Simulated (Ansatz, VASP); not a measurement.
## One calculation of PbS, two programs

```
CELL_PARAMETERS angstrom
4.19314 0.00000 0.00000
0.00000 4.19314 0.00000
0.00000 0.00000 26.89500
ATOMIC_POSITIONS crystal
Pb 0.50000 0.50000 0.33463
Pb 0.00000 0.00000 0.44488
Pb 0.50000 0.50000 0.56361
Pb 0.00000 0.00000 0.66927
S 0.00000 0.00000 0.33463
S 0.50000 0.50000 0.44488
S 0.00000 0.00000 0.56569
S 0.50000 0.50000 0.66774
```

Alike in both runs: task single point; functional PBE; k mesh 14 × 14 × 1; occupations gaussian, width 0.05 eV; no spin polarisation.

|  | VASP | Ansatz |
| --- | --- | --- |
| version | VASP 6.6.1 | Ansatz 0.2.0 |
| potentials or method | VASP PAW PBE potentials, release 64 (Pb_d, S), cutoff 400 eV | scalar-relativistic, plane waves, PAW |
| valence electrons in the cell | 80 | 80 |

Ansatz gave:

| Quantity | Value |
| --- | --- |
| gap on the k mesh at the Fermi level (eV) | 1.22 |
| rms of the force components (eV/Å) | 0.144 |

Task: Which values does VASP return?

Result: gap on the k mesh at the Fermi level (eV): 1.22; rms of the force components (eV/Å): 0.145.

Spin-orbit coupling is off throughout.
